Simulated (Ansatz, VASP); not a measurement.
**Be4S: VASP beside Ansatz**

INCAR

```
SYSTEM = Be4S
PREC = Accurate
ENCUT = 600
EDIFF = 1E-6
ISMEAR = 0
SIGMA = 0.1
LREAL = .FALSE.
LASPH = .TRUE.
NELM = 60
ALGO = Normal
ISIF = 3
LWAVE = .FALSE.
LCHARG = .FALSE.
GGA = PE
IBRION = 2
NSW = 90
EDIFFG = -0.04
```

KPOINTS

```
Automatic mesh
0
G
  6 6 6
  0 0 0
```

POSCAR

```
Be4S
1.0
   -1.8674245800      1.8674245800      3.5308260100
    1.8674245800     -1.8674245800      3.5308260100
    1.8674245800      1.8674245800     -3.5308260100
Be S
4 1
Direct
    0.2450000000      0.2450000000      0.0000000000
    0.7550000000      0.7550000000      0.0000000000
    0.5000000000      0.0000000000      0.5000000000
    0.0000000000      0.5000000000      0.5000000000
    0.0000000000      0.0000000000      0.0000000000
```

Input for Ansatz:

```yaml
crystal:
  lattice:
    - [-1.86742458, 1.86742458, 3.53082601]
    - [1.86742458, -1.86742458, 3.53082601]
    - [1.86742458, 1.86742458, -3.53082601]
  atoms:
    - { symbol: Be, position: [0.245, 0.245, 0.0] }
    - { symbol: Be, position: [0.755, 0.755, 0.0] }
    - { symbol: Be, position: [0.5, 0.0, 0.5] }
    - { symbol: Be, position: [0.0, 0.5, 0.5] }
    - { symbol: S, position: [0.0, 0.0, 0.0] }
basis:
  ecutwfc: 420
kpoints:
  mp_grid: { grid: [6, 6, 6] }
hamiltonian:
  xc: pbe
scf:
  occupations: { method: gaussian, width: 0.1 }
  lower_state_search: "off"
output:
  forces: true
  stress: true
  eigenvalues: true
relax:
  adjacent_minimum: "off"
  f_tol: 0.04
  max_steps: 70
  cell: { stress_tol: 0.4 }
```

Change from the starting cell: species swapped into the PbF4 type (I4/mmm, No. 139).

Alike in both runs: task relaxation of cell and atoms; functional PBE; k mesh 6 × 6 × 6; occupations gaussian, width 0.1 eV; no spin polarisation.

|  | VASP | Ansatz |
| --- | --- | --- |
| version | VASP 6.6.1 | Ansatz 0.2.0 |
| potentials or method | VASP PAW PBE potentials, release 64 (Be, S), cutoff 600 eV | scalar-relativistic, plane waves, PAW |
| valence electrons in the cell | 14 | 14 |

Ansatz gave:

```
gap on the k mesh at the Fermi level, each at its own relaxed structure (eV) : none
relaxed volume (Å³/atom)                                                     : 11.76
relaxed length of the cell vector where the two differ most in proportion (Å)              : 4.311
```

Task: Which values does VASP return?

Result: gap on the k mesh at the Fermi level, each at its own relaxed structure (eV): none; relaxed volume (Å³/atom): 11.82; relaxed length of the cell vector where the two differ most in proportion (Å): 4.315.

A gap of «none» marks a metal or a gap that the smearing closes.

The k mesh is coarse, so the values compare programs but aren't converged. Noted on VASP's run: the volume moved by over 15 % at a fixed basis, so the end points are rough.
